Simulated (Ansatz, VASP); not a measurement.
TaW in VASP and in Ansatz

```xyz
2
Lattice="1.6141 -2.3070 0.0000 1.6141 2.3070 0.0000 0.0000 0.0000 4.5214" Properties=species:S:1:pos:R:3 pbc="T T T"
Ta    0.0000    0.0000    0.0000
W     1.6141    0.0000    2.2607
```

Alike in both runs: task single point; functional PBEsol; k mesh 11 × 11 × 7; occupations fermi-dirac, width 0.05 eV; no spin polarisation.

```csv
,VASP,Ansatz
version,VASP 6.6.1,Ansatz 0.2.0
potentials or method,"VASP PAW PBE potentials, release 64 (Ta_pv, W_sv), cutoff 520 eV","all-electron LAPW, scalar-relativistic"
```

|  | VASP | Ansatz | Ansatz less VASP |
| --- | --- | --- | --- |
| pressure (GPa) | -4.8 | -5.2 | -0.40 |
| traceless stress, the component that is largest in VASP (GPa) | 0.39 | 0.35 | -0.032 |

VASP's potentials were made for PBE, not for PBEsol. Ansatz ran all-electron here, and VASP with PAW potentials.

Spin-orbit coupling is off throughout.
